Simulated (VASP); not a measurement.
Write the native input for VASP 6.6.1 that does the following.

```
Task                   : single point
Functional             : r2SCAN
Potentials or basis    : VASP PAW PBE potentials, release 64 (Pb_d, Te)
Cutoff                 : 520 eV
k mesh                 : 6 × 6 × 4
Occupations            : gaussian, width 0.01 eV
Spin                   : no spin polarisation
Dipole correction      : no
Further INCAR settings : ALGO = Normal; EDIFF = 1e-07; NBANDS = 28
```

TePb:

```xyz
4
Lattice="5.6062 0.0000 0.0000 -2.8031 4.8552 0.0000 0.0000 0.0000 6.7043" Properties=species:S:1:pos:R:3 pbc="T T T"
Pb    0.0000    3.2368   -0.4159
Pb    2.8031    1.6184    2.9362
Te    0.0000    3.2368    2.9301
Te    2.8031    1.6184    6.2822
```

This cell differs from its parent crystal: volume changed by +6%.

These files were run (other wordings do the same):

POSCAR

```
TePb
1.0
    5.6062466598      0.0000000000      0.0000000000
   -2.8031233299      4.8551520273      0.0000000000
    0.0000000000      0.0000000000      6.7043177395
Pb Te
2 2
Direct
    0.3333333333      0.6666666667     -0.0620409686
    0.6666666667      0.3333333333      0.4379590314
    0.3333333333      0.6666666667      0.4370409686
    0.6666666667      0.3333333333      0.9370409686
```

INCAR.step1

```
SYSTEM = TePb
  PREC = Accurate
  ENCUT = 520
  ISMEAR = 0
  SIGMA = 0.01
  LREAL = .FALSE.
  LASPH = .TRUE.
  NELM = 60
  NBANDS = 28
  GGA = PE
  ALGO = Normal
  EDIFF = 1E-4
  LWAVE = .TRUE.
  LCHARG = .FALSE.
```

INCAR.step2

```
SYSTEM = TePb
  PREC = Accurate
  ENCUT = 520
  EDIFF = 1E-7
  ISMEAR = 0
  SIGMA = 0.01
  LREAL = .FALSE.
  LASPH = .TRUE.
  NELM = 60
  ALGO = Normal
  ISIF = 2
  LWAVE = .FALSE.
  LCHARG = .TRUE.
  METAGGA = R2SCAN
  LMIXTAU = .TRUE.
  LELF = .TRUE.
  LVHAR = .TRUE.
  NBANDS = 28
  ISTART = 1
```

KPOINTS

```
Automatic mesh
0
G
  6 6 4
  0 0 0
```

Potentials or basis: VASP PAW PBE potentials, release 64 (Pb_d, Te).

Command:

```console
$ cat potpaw_PBE.64/Pb_d/POTCAR potpaw_PBE.64/Te/POTCAR > POTCAR
$ cp INCAR.step1 INCAR
$ mpirun -np 1 vasp_std > vasp.out
$ cp INCAR.step2 INCAR
$ mpirun -np 1 vasp_std > vasp.out
```

It gave:

```
Pressure               : -1.7 GPa
Largest force          : 0.003 eV/Å
Band gap on the k mesh : 1.45 eV, direct
```

Caveat: the PAW data sets were made with another functional, which shifts forces and pressure a little; spin-orbit coupling is left out, which moves the levels of the heavy elements.

It took 6.4 min on 1 thread of Intel(R) Xeon(R) Platinum 8488C (Sapphire Rapids) (shared host), peak memory 0.37 GiB.
